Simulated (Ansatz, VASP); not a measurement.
## BN in VASP and in Ansatz

The input INCAR:

```
SYSTEM = BN
PREC     = Accurate       ! precision mode
ENCUT    = 520            ! plane-wave cutoff, eV
EDIFF    = 1E-6           ! SCF threshold, eV
ISMEAR   = 0              ! smearing method
SIGMA    = 0.05           ! smearing width, eV
LREAL    = .FALSE.        ! projectors in reciprocal space
LASPH    = .TRUE.         ! aspherical terms in the spheres
NELM     = 100            ! most SCF steps
ALGO     = Normal         ! electronic algorithm
ISIF     = 2              ! what is computed and relaxed
LWAVE    = .FALSE.        ! write WAVECAR
LCHARG   = .FALSE.        ! write CHGCAR
GGA      = CA             ! functional
NBANDS   = 11             ! bands
```

The input KPOINTS:

```
Automatic mesh
0
G
  12 12 12
  0 0 0
```

Contents of POSCAR:

```
BN
1.0
    0.0000000000      1.8130010000      1.8130010000
    1.8130010000      0.0000000000      1.8130010000
    1.8130010000      1.8130010000      0.0000000000
B N
1 1
Direct
    0.0000000000      0.0000000000      0.0000000000
    0.7500000000      0.7500000000      0.7987525090
```

Input for Ansatz:

```yaml
crystal:
  lattice:
    - [0.0, 1.813001, 1.813001]
    - [1.813001, 0.0, 1.813001]
    - [1.813001, 1.813001, 0.0]
  atoms:
    - { symbol: B, position: [0.0, 0.0, 0.0] }
    - { symbol: "N", position: [0.75, 0.75, 0.798752509] }
basis:
  ecutwfc: 420
kpoints:
  mp_grid: { grid: [12, 12, 12] }
hamiltonian:
  xc: lda
scf:
  occupations: { method: gaussian, width: 0.05 }
output:
  forces: true
  stress: true
  eigenvalues: true
```

Change from the starting cell: all N atoms moved +0.125 Å, as atom 2 along Cartesian [1 1 0].

Alike in both runs: task single point; functional LDA; k mesh 12 × 12 × 12; occupations gaussian, width 0.05 eV; no spin polarisation.

```csv
,VASP,Ansatz
version,VASP 6.6.1,Ansatz 0.2.0
potentials or method,"VASP PAW LDA potentials, release 64 (B, N), cutoff 520 eV","scalar-relativistic, plane waves, PAW"
valence electrons in the cell,8,8
```

Ansatz gave:

| Quantity | Value |
| --- | --- |
| gap on the k mesh at the Fermi level (eV) | 3.21 |
| least direct gap on the mesh (eV) | 7.08 |
| pressure (GPa) | -9.7 |
| traceless stress, the component that is largest in VASP (GPa) | 4.80 |
| rms of the force components (eV/Å) | 1.725 |

**Question.** Estimate VASP's values.

**Answer.** gap on the k mesh at the Fermi level (eV): 3.19; least direct gap on the mesh (eV): 7.07; pressure (GPa): -8.8; traceless stress, the component that is largest in VASP (GPa): 4.78; rms of the force components (eV/Å): 1.732.

LDA's correlation is that of Perdew and Zunger in VASP and of Perdew and Wang (1992) in Ansatz. Atom by atom the forces differ by 0.008 eV/Å (rms over components).
